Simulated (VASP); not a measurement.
ZnCu2SnSe4:

```
Zn Cu Sn Se
1.0
    -2.88564    2.88564    5.73983
     2.88564   -2.88564    5.73983
     2.88564    2.88564   -5.73983
Zn Cu Sn Se
1 2 1 4
Cartesian
  0.0000 2.8856 2.8699
  2.8856 0.0000 2.8699
  0.0000 0.0000 0.0000
  0.0000 0.0000 5.7398
  1.5381 1.4990 4.2477
  1.3475 1.3866 -1.4921
  -1.4990 1.5381 7.2320
  4.3846 1.3475 1.4921
```

```yaml
Program: VASP 6.6.1
Task: relaxation of cell and atoms
Functional: LDA
Potentials_or_basis: VASP PAW LDA potentials, release 64 (Zn, Cu, Sn_d, Se)
Cutoff: 600 eV
k_mesh: 10 × 10 × 10
Occupations: methfessel-paxton, width 0.1 eV
Spin: no spin polarisation
```

At the start: pressure -4.9 GPa; volume 23.90 Å³/atom.

How do energy, volume and symmetry change on relaxing?

Over 8 steps the energy falls by 32.6 meV/atom and the volume is 22.01 Å³/atom (-7.9 %); space group I-4 (No. 82, to 0.1 Å) before and after.

The path:
```
step  energy change (eV)  largest force (eV/Å)  pressure (GPa)  volume (Å³)
   1              0.0000                0.1510           -4.88       191.18
   2             -0.2218                0.2864            2.05       171.75
   3             -0.2485                0.2485            0.06       176.18
   4             -0.2573                0.1344            0.05       176.02
   5             -0.2609                0.0199            0.07       175.83
   6             -0.2610                0.0175            0.06       175.84
   7             -0.2610                0.0177            0.05       175.85
   8             -0.2611                0.0091           -0.04       176.06
```

Final structure:
```
CELL_PARAMETERS angstrom
-2.80490 2.80490 5.59460
2.80490 -2.80490 5.59460
2.80490 2.80490 -5.59460
ATOMIC_POSITIONS crystal
Zn 0.75000 0.25000 0.50000
Cu 0.25000 0.75000 0.50000
Cu 0.00000 0.00000 0.00000
Sn 0.50000 0.50000 0.00000
Se 0.63027 0.64018 0.53247
Se 0.10770 0.09780 0.46753
Se 0.90220 0.36973 0.00991
Se 0.35982 0.89230 0.99009
```
